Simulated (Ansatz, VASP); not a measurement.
# Two plane-wave programs on Al

```
Al
1.0
     2.61740    0.00000    0.00000
    -1.30870    2.26673    0.00000
     0.00000    0.00000   10.03950
Al
4
Direct
  0.00000 0.00000 0.00000
  0.33333 0.66667 0.25000
  0.00000 0.00000 0.50000
  0.66667 0.33333 0.75000
```

Alike in both runs: task single point; functional PBE; dispersion D3(BJ); k mesh 18 × 18 × 4; occupations gaussian, width 0.15 eV; no spin polarisation.

|  | VASP | Ansatz |
| --- | --- | --- |
| version | VASP 6.6.1 | Ansatz 0.2.0 |
| potentials or method | VASP PAW PBE potentials, release 64 (Al), cutoff 520 eV | scalar-relativistic, plane waves, PAW |
| valence electrons in the cell | 12 | 12 |

Ansatz gave:

```
gap on the k mesh at the Fermi level (eV)                     : none
pressure (GPa)                                                : 10.0
traceless stress, the component that is largest in VASP (GPa) : -13.30
```

Which values does VASP return?

gap on the k mesh at the Fermi level (eV): none; pressure (GPa): 10.0; traceless stress, the component that is largest in VASP (GPa): -13.31.

A gap of «none» marks a metal or a gap that the smearing closes.
